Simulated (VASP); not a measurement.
Input of a VASP 6.6.1 run:

File INCAR:

```
ALGO = Normal
EDIFF = 1E-7
EDIFFG = -0.01
ENCUT = 600
GGA = PE
GGA_COMPAT = F
IBRION = 2
ISIF = 3
ISMEAR = 0
LASPH = T
LCHARG = F
LREAL = F
LWAVE = F
NELM = 120
NELMIN = 4
NSW = 80
PREC = Accurate
SIGMA = 0.1
```

Contents of KPOINTS:

```
k-points
0
Gamma
  16 16 16
```

POSCAR

```
Mg
1.0
    0.0000000000      2.3620884568      2.3620884568
    2.3620884568      0.0000000000      2.3620884568
    2.3620884568      2.3620884568      0.0000000000
Mg
1
Direct
    0.0000000000      0.0000000000      0.0000000000
```

Potentials or basis: VASP PAW PBE potentials, release 64 (Mg).

The run is started by

```bash
$ cat potpaw_PBE.64/Mg/POTCAR > POTCAR
$ mpirun -np 1 vasp_std > vasp.out
```

Task: Estimate the relaxed cell.

Result: a = 3.194 Å, b = 3.194 Å, c = 3.194 Å, α = 60.00°, β = 60.00°, γ = 60.00°.

Task: Predict the relaxed volume.

Result: 23.04 Å³/atom.

Task: Predict the band gap on the k mesh.

Result: Zero (bands 1 and 2 overlap by 2.73 eV).

Final structure:
```cif
data_structure
_symmetry_space_group_name_H-M 'P 1'
_symmetry_Int_Tables_number 1
_cell_length_a 3.1939
_cell_length_b 3.1939
_cell_length_c 3.1939
_cell_angle_alpha 60.000
_cell_angle_beta 60.000
_cell_angle_gamma 60.000
_cell_volume 23.04
loop_
_atom_site_label
_atom_site_type_symbol
_atom_site_fract_x
_atom_site_fract_y
_atom_site_fract_z
_atom_site_occupancy
Mg1 Mg 0.00000 0.00000 0.00000 1
```
